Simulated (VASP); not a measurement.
# AgI in VASP: notebook, part 2 of 2

VASP 6.6.1. The steps go on from the part before.

**4. Single point, PBE+D3(BJ)**

This run uses another cell than the first one.

INCAR

```
SYSTEM = AgI
PREC     = Accurate       ! precision mode
ENCUT    = 400            ! plane-wave cutoff, eV
EDIFF    = 1E-6           ! SCF threshold, eV
ISMEAR   = 0              ! smearing method
SIGMA    = 0.05           ! smearing width, eV
LREAL    = .FALSE.        ! projectors in reciprocal space
LASPH    = .TRUE.         ! aspherical terms in the spheres
NELM     = 120            ! most SCF steps
ALGO     = Normal         ! electronic algorithm
ISIF     = 2              ! what is computed and relaxed
LWAVE    = .FALSE.        ! write WAVECAR
LCHARG   = .FALSE.        ! write CHGCAR
LDIPOL   = .TRUE.       
IDIPOL   = 3            
DIPOL    = 0.5 0.5 0.500
GGA      = PE             ! functional
IVDW     = 12             ! dispersion correction
NBANDS   = 26             ! bands
GGA_COMPAT= .FALSE.      
NELMDL   = -8
```

KPOINTS

```
regular mesh
0
G
  8 8 1
  0 0 0
```

POSCAR

```
AgI
1.0
    4.4713877300      0.0000000000      0.0000000000
    0.0000000000      4.4713877300      0.0000000000
    0.0000000000      0.0000000000     21.7105690170
I Ag
2 2
Direct
    0.0000000000      0.5000000000      0.4145446392
    0.5000000000      0.0000000000      0.5854553608
    0.0000000000      0.0000000000      0.5000000000
    0.5000000000      0.5000000000      0.5000000000
```

Potentials or basis: VASP PAW PBE potentials, release 64 (I, Ag).

Run with:

```
> cat potpaw_PBE.64/I/POTCAR potpaw_PBE.64/Ag/POTCAR > POTCAR
> mpirun -np 1 vasp_std > vasp.out
```

OUTCAR:

```text
SYSTEM = AgI
   PREC = Accurate
   ENCUT = 400
   EDIFF = 1E-6
   ISMEAR = 0
   LREAL = .FALSE.
   LASPH = .TRUE.
   NELM = 120
   ISIF = 2
   GGA = PE
   IVDW = 12
   NELMDL = -8
 IVDW          = 12

 ion  position               nearest neighbor table
   1  0.000  0.500  0.415-   3 2.91   4 2.91   3 2.91   4 2.91
   2  0.500  0.000  0.585-   3 2.91   4 2.91   4 2.91   3 2.91
   3  0.000  0.000  0.500-   1 2.91   2 2.91   1 2.91   2 2.91   4 3.16   4 3.16   4 3.16   4 3.16

   4  0.500  0.500  0.500-   1 2.91   2 2.91   2 2.91   1 2.91   3 3.16   3 3.16   3 3.16   3 3.16

  LATTYP: Found a simple tetragonal cell.
 ALAT       =     4.4713877300
 C/A-ratio  =     4.8554431707

  Lattice vectors:

 A1 = (   4.4713877300,   0.0000000000,   0.0000000000)
 A2 = (   0.0000000000,   4.4713877300,   0.0000000000)
 A3 = (   0.0000000000,   0.0000000000,  21.7105690170)

Analysis of symmetry for initial positions (statically):
=====================================================================
 Subroutine PRICEL returns:
 Original cell was already a primitive cell.
[... 172 lines left out ...]
 cond. band min:      -0.8835030345   @ k =   0.0000   0.0000   0.0000
 fundamental gap:      2.1521670929
 Fermi energy:        -2.7995278573

 k-point     1 :       0.0000    0.0000    0.0000
  band No.  band energies     occupation
      1     -15.2749      2.00000
      2     -15.0652      2.00000
      3      -7.4108      2.00000
      4      -7.2314      2.00000
      5      -6.9677      2.00000
      6      -6.9677      2.00000
[... 424 lines left out ...]
     25       4.4735      0.00000
     26       4.4735      0.00000

------------------------ aborting loop because EDIFF is reached ----------------------------------------

 vacuum level on the upper side and lower side of the slab       (xc-potential included)        -0.150        -0.150

 Edisp (eV)   -1.00173

 E8    (eV) :    -0.4644

  FORCE on cell =-STRESS in cart. coord.  units (eV):
  Direction    XX          YY          ZZ          XY          YZ          ZX
  --------------------------------------------------------------------------------------
  -------------------------------------------------------------------------------------
  Total      -0.87334    -0.87334    -0.23618     0.00000     0.00000     0.00000
  in kB      -3.22357    -3.22357    -0.87177     0.00000     0.00000     0.00000
  external pressure =       -2.44 kB  Pullay stress =        0.00 kB

 VOLUME and BASIS-vectors are now :
 -----------------------------------------------------------------------------
  energy-cutoff  :      400.00
  volume of cell :      434.07
      direct lattice vectors                 reciprocal lattice vectors
     4.471387730  0.000000000  0.000000000     0.223644215  0.000000000  0.000000000
     0.000000000  4.471387730  0.000000000     0.000000000  0.223644215  0.000000000
     0.000000000  0.000000000 21.710569017     0.000000000  0.000000000  0.046060515

 POSITION                                       TOTAL-FORCE (eV/Angst)
 -----------------------------------------------------------------------------------
      0.00000      2.23569      9.00000         0.000000     -0.000000      0.032153
      2.23569      0.00000     12.71057         0.000000     -0.000000     -0.032153
      0.00000      0.00000     10.85528        -0.000000     -0.000000      0.000000
      2.23569      2.23569     10.85528         0.000000      0.000000      0.000000
 -----------------------------------------------------------------------------------
    total drift:                                0.000000      0.000000      0.000000

  FREE ENERGIE OF THE ION-ELECTRON SYSTEM (eV)
  ---------------------------------------------------
  free  energy   TOTEN  =       -10.4826996811 eV

  energy  without entropy=      -10.4826996811  energy(sigma->0) =      -10.48269968

 vacuum level on the upper side and lower side of the slab         2.528         2.528
```

OSZICAR:

```text
N       E                     dE             d eps       ncg     rms          rms(c)
DAV:   1     0.230111887580E+03    0.23011E+03   -0.10598E+04   780   0.827E+02
DAV:   2     0.112562165399E+02   -0.21886E+03   -0.20678E+03  1092   0.179E+02
DAV:   3    -0.915019139758E+01   -0.20406E+02   -0.20249E+02   858   0.582E+01
[... 15 lines left out ...]
DAV:  19    -0.948094945271E+01   -0.28635E-04   -0.23241E-06   728   0.689E-03    0.626E-03
DAV:  20    -0.948096183301E+01   -0.12380E-04   -0.37609E-07   696   0.208E-03    0.141E-03
DAV:  21    -0.948096753297E+01   -0.57000E-05   -0.30886E-07   654   0.364E-03    0.233E-03
DAV:  22    -0.948096907834E+01   -0.15454E-05   -0.65751E-08   624   0.117E-03    0.981E-04
DAV:  23    -0.948096955399E+01   -0.47565E-06   -0.35843E-08   646   0.639E-04
   1 F= -.10482700E+02 E0= -.10482700E+02  d E =-.210395E-12
```

stdout:

```text
POSCAR found type information on POSCAR I Ag
 POSCAR found :  2 types and       4 ions
 scaLAPACK will be used
 LDA part: xc-table for (Slater+PW92), standard interpolation
 POSCAR, INCAR and KPOINTS ok, starting setup
 FFT: planning ... GRIDC
 FFT: planning ... GRID_SOFT
 FFT: planning ... GRID
 WAVECAR not read
 entering main loop
```

Run time: 3.5 min. Hardware: 1 thread of Intel Xeon Platinum 8488C (Sapphire Rapids), shared host; peak memory 0.4 GiB.

What came out:

```
Free energy                : -10.4827 eV
Largest force              : 0.032 eV/Å
Band gap on the k mesh     : 2.15 eV
Dispersion energy per atom : -0.250 eV
```

Forces on the atoms (eV/Å):
```
I    0.000  0.000  0.032
I    0.000  0.000 -0.032
Ag   0.000  0.000  0.000
Ag   0.000  0.000  0.000
```

Levels at points of the mesh, in eV from the valence-band top:
```tsv
k point	band 15	band 16	band 17	band 18	band 19	band 20	band 21	band 22
(0.00, 0.00, 0.00)	-1.21	-0.76	0.00	0.00	2.15	4.11	4.32	5.43
(0.50, 0.00, 0.00)	-0.80	-0.80	-0.31	-0.31	3.20	3.20	5.87	5.87
(0.50, 0.50, 0.00)	-1.69	-1.69	-1.41	-1.41	4.05	4.05	4.23	4.23
```

Caveat: spin-orbit coupling is left out, which moves the levels of the heavy elements.

**5. Single point, PBE+D3(BJ)**

INCAR

```
PREC = Accurate ; ENCUT = 400
EDIFF = 1E-6 ; ISMEAR = 0
SIGMA = 0.05 ; LREAL = False
LASPH = True ; NELM = 120
ALGO = Normal ; ISIF = 2
LWAVE = False ; LCHARG = False
LDIPOL = True ; IDIPOL = 3
DIPOL = 0.5 0.5 0.500 ; GGA = PE
IVDW = 12 ; NBANDS = 26
GGA_COMPAT = False ; NELMDL = -8
```

KPOINTS

```
Automatic mesh
0
Gamma
  17 17 1
```

POSCAR

```
AgI
1.0
    4.3207921236      0.0000000000      0.0000000000
    0.0000000000      4.3207921236      0.0000000000
    0.0000000000      0.0000000000     21.8678712677
I Ag
2 2
Direct
    0.0000000000      0.5000000000      0.4115626935
    0.5000000000      0.0000000000      0.5884373065
    0.0000000000      0.0000000000      0.5000000196
    0.5000000000      0.5000000000      0.5000000196
```

Potentials or basis: VASP PAW PBE potentials, release 64 (I, Ag).

Run with:

```
> cat potpaw_PBE.64/I/POTCAR potpaw_PBE.64/Ag/POTCAR > POTCAR
> mpirun -np 1 vasp_std > vasp.out
```

OUTCAR:

```text
PREC = Accurate
   ENCUT = 400
   EDIFF = 1E-6
   ISMEAR = 0
   LREAL = False
   LASPH = True
   NELM = 120
   ISIF = 2
   GGA = PE
   IVDW = 12
   NELMDL = -8
 IVDW          = 12

 ion  position               nearest neighbor table
   1  0.000  0.500  0.412-   3 2.90   4 2.90   3 2.90   4 2.90
   2  0.500  0.000  0.588-   3 2.90   4 2.90   4 2.90   3 2.90
   3  0.000  0.000  0.500-   2 2.90   2 2.90   1 2.90   1 2.90   4 3.06   4 3.06   4 3.06   4 3.06

   4  0.500  0.500  0.500-   2 2.90   2 2.90   1 2.90   1 2.90   3 3.06   3 3.06   3 3.06   3 3.06

  LATTYP: Found a simple tetragonal cell.
 ALAT       =     4.3207921236
[... 906 lines left out ...]
  -------------------------------------------------------------------------------------
  Total      -0.11441    -0.11441    -0.15576     0.00000     0.00000     0.00000
  in kB      -0.44901    -0.44901    -0.61125     0.00000     0.00000     0.00000
  external pressure =       -0.50 kB  Pullay stress =        0.00 kB

 VOLUME and BASIS-vectors are now :
 -----------------------------------------------------------------------------
  energy-cutoff  :      400.00
  volume of cell :      408.26
      direct lattice vectors                 reciprocal lattice vectors
     4.320792124  0.000000000  0.000000000     0.231439044  0.000000000  0.000000000
     0.000000000  4.320792124  0.000000000     0.000000000  0.231439044  0.000000000
     0.000000000  0.000000000 21.867871268     0.000000000  0.000000000  0.045729188

 POSITION                                       TOTAL-FORCE (eV/Angst)
 -----------------------------------------------------------------------------------
      0.00000      2.16040      9.00000        -0.000000      0.000000      0.010152
      2.16040      0.00000     12.86787        -0.000000     -0.000000     -0.010152
      0.00000      0.00000     10.93394        -0.000000      0.000000      0.000000
      2.16040      2.16040     10.93394         0.000000      0.000000      0.000000
 -----------------------------------------------------------------------------------
    total drift:                                0.000000      0.000000     -0.000693

  FREE ENERGIE OF THE ION-ELECTRON SYSTEM (eV)
  ---------------------------------------------------
  free  energy   TOTEN  =       -10.5070735777 eV

  energy  without entropy=      -10.5070735777  energy(sigma->0) =      -10.50707358

 vacuum level on the upper side and lower side of the slab         2.680         2.679
```

OSZICAR:

```text
N       E                     dE             d eps       ncg     rms          rms(c)
DAV:   1     0.230162266961E+03    0.23016E+03   -0.10734E+04  2340   0.832E+02
DAV:   2     0.982403512306E+01   -0.22034E+03   -0.20923E+03  3296   0.180E+02
DAV:   3    -0.919960953447E+01   -0.19024E+02   -0.18875E+02  2564   0.571E+01
[... 15 lines left out ...]
DAV:  19    -0.944044189733E+01   -0.28553E-04   -0.18022E-06  2210   0.642E-03    0.396E-03
DAV:  20    -0.944046027436E+01   -0.18377E-04   -0.70432E-07  2072   0.274E-03    0.158E-03
DAV:  21    -0.944046186868E+01   -0.15943E-05   -0.35657E-08  2090   0.683E-04    0.156E-03
DAV:  22    -0.944046419397E+01   -0.23253E-05   -0.13792E-07  1862   0.886E-04    0.581E-04
DAV:  23    -0.944046438306E+01   -0.18908E-06   -0.12199E-08  2184   0.307E-04
   1 F= -.10507074E+02 E0= -.10507074E+02  d E =-.992812E-13
```

stdout:

```text
POSCAR found type information on POSCAR I Ag
 POSCAR found :  2 types and       4 ions
 scaLAPACK will be used
 LDA part: xc-table for (Slater+PW92), standard interpolation
 POSCAR, INCAR and KPOINTS ok, starting setup
 FFT: planning ... GRIDC
 FFT: planning ... GRID_SOFT
 FFT: planning ... GRID
 WAVECAR not read
 entering main loop
```

Wall time 7 min (1 thread of Intel Xeon Platinum 8488C (Sapphire Rapids), shared host); peak memory 0.53 GiB.

Results:

| Property | Result |
| --- | --- |
| Free energy | -10.5071 eV |
| Largest force | 0.010 eV/Å |
| Band gap on the k mesh | 2.06 eV |
| Dispersion energy per atom | -0.267 eV |

Forces on the atoms (eV/Å):
```
I    0.000  0.000  0.010
I    0.000  0.000 -0.010
Ag   0.000  0.000  0.000
Ag   0.000  0.000  0.000
```

Caveat: spin-orbit coupling is left out, which moves the levels of the heavy elements.

**6. Relaxation of the atoms, PBE+D3(BJ)**

INCAR

```
SYSTEM = AgI
PREC = Accurate
ENCUT = 450
EDIFF = 1E-7
ISMEAR = 0
SIGMA = 0.05
LREAL = .FALSE.
LASPH = .TRUE.
NELM = 120
ALGO = Normal
ISIF = 2
LWAVE = .FALSE.
LCHARG = .FALSE.
LDIPOL = .TRUE.
IDIPOL = 3
DIPOL = 0.5 0.5 0.500
GGA = PE
IVDW = 12
IBRION = 2
NSW = 60
EDIFFG = -0.04
GGA_COMPAT = .FALSE.
NELMIN = 4
NELMDL = -8
```

KPOINTS

```
Automatic mesh
0
G
  6 6 1
  0 0 0
```

POSCAR is that of step 5.

Potentials or basis: VASP PAW PBE potentials, release 64 (I, Ag).

Run with:

```
> cat potpaw_PBE.64/I/POTCAR potpaw_PBE.64/Ag/POTCAR > POTCAR
> mpirun -np 1 vasp_std > vasp.out
```

Run time: 1.7 min. Hardware: 1 thread of Intel Xeon Platinum 8488C (Sapphire Rapids), shared host; peak memory 0.38 GiB.

Results (log left out):

| Quantity | Value |
| --- | --- |
| Free energy | -10.5071 eV |
| Largest force after relaxing | 0.010 eV/Å |
| Band gap on the k mesh | 2.06 eV |
| Dispersion energy per atom | -0.267 eV |

Forces on the atoms (eV/Å):
```
I    0.000  0.000  0.010
I    0.000  0.000 -0.010
Ag   0.000  0.000  0.000
Ag   0.000  0.000  0.000
```

Final structure:
```cif
data_structure
_symmetry_space_group_name_H-M 'P 1'
_symmetry_Int_Tables_number 1
_cell_length_a 4.3208
_cell_length_b 4.3208
_cell_length_c 21.8679
_cell_angle_alpha 90.000
_cell_angle_beta 90.000
_cell_angle_gamma 90.000
_cell_volume 408.26
loop_
_atom_site_label
_atom_site_type_symbol
_atom_site_fract_x
_atom_site_fract_y
_atom_site_fract_z
_atom_site_occupancy
I1 I 0.00000 0.50000 0.41156 1
I2 I 0.50000 0.00000 0.58844 1
Ag1 Ag 0.00000 0.00000 0.50000 1
Ag2 Ag 0.50000 0.50000 0.50000 1
```

Levels at points of the mesh, in eV from the valence-band top:
| k point | band 15 | band 16 | band 17 | band 18 | band 19 | band 20 | band 21 | band 22 |
| --- | --- | --- | --- | --- | --- | --- | --- | --- |
| (0.00, 0.00, 0.00) | -1.17 | -1.08 | 0.00 | 0.00 | 2.06 | 4.20 | 4.79 | 5.36 |
| (0.50, 0.00, 0.00) | -0.94 | -0.94 | -0.26 | -0.26 | 3.05 | 3.05 | 5.89 | 5.89 |
| (0.50, 0.50, 0.00) | -1.72 | -1.72 | -1.35 | -1.35 | 3.95 | 3.95 | 4.03 | 4.03 |

Caveat: the relaxation stopped at its first step, so nothing moved; spin-orbit coupling is left out, which moves the levels of the heavy elements.

**7. The runs side by side**

| task | cell | k mesh | cutoff (eV) | gap on the mesh (eV) | largest force (eV/Å) |
| --- | --- | --- | --- | --- | --- |
| single point | a = 4.321, b = 4.321, c = 21.868 Å, 4 atoms, atomic positions A | 6 × 6 × 1 | 400 | 2.06 | 0.01 |
| single point | a = 4.321, b = 4.321, c = 21.711 Å, 4 atoms, atomic positions A | 8 × 8 × 1 | 400 | 2.06 | 0.01 |
| single point | a = 4.471, b = 4.471, c = 21.711 Å, 4 atoms, atomic positions B | 8 × 8 × 1 | 400 | 2.15 | 0.03 |
| single point | a = 4.321, b = 4.321, c = 21.868 Å, 4 atoms, atomic positions A | 17 × 17 × 1 | 400 | 2.06 | 0.01 |
| relaxation of the atoms | atoms relaxed from a = 4.321, b = 4.321, c = 21.868 Å, 4 atoms, atomic positions A | 6 × 6 × 1 | 450 | 2.06 | 0.01 |

Alike in all rows: level PBE+D3(BJ); potentials or basis VASP PAW PBE potentials, release 64 (I, Ag); no spin polarisation; smearing gaussian 0.05 eV.

Caveats: spin-orbit coupling is left out, which moves the levels of the heavy elements; the relaxation stopped at its first step, so nothing moved (at least some runs).

Absolute energies hang on the potentials; compare differences alone.
